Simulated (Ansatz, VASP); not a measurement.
One calculation of CS2, two programs

```
C S
1.0
     4.18362    0.00000    0.00000
     0.00000    4.18362    0.00000
     0.00000    0.00000    2.22466
C S
1 2
Direct
  0.00000 0.00000 0.00000
  0.00000 0.50000 0.00000
  0.50000 0.00000 0.00000
```

Alike in both runs: functional PBE; dispersion D3(BJ); k mesh 12 × 12 × 14; occupations gaussian, width 0.1 eV; no spin polarisation.

Ansatz relaxed the structure, and its values are those at the end. VASP's run is a single point on that final structure, the one shown.

|  | VASP | Ansatz |
| --- | --- | --- |
| version | VASP 6.6.1 | Ansatz 0.2.0 |
| potentials or method | VASP PAW PBE potentials, release 64 (C, S), cutoff 520 eV | scalar-relativistic, plane waves, PAW |
| valence electrons in the cell | 16 | 16 |

```csv
,VASP,Ansatz,Ansatz less VASP
gap on the k mesh at the Fermi level (eV),none,none,-
pressure (GPa),-0.3,0.0,+0.31
```

A gap of «none» marks a metal or a gap that the smearing closes.
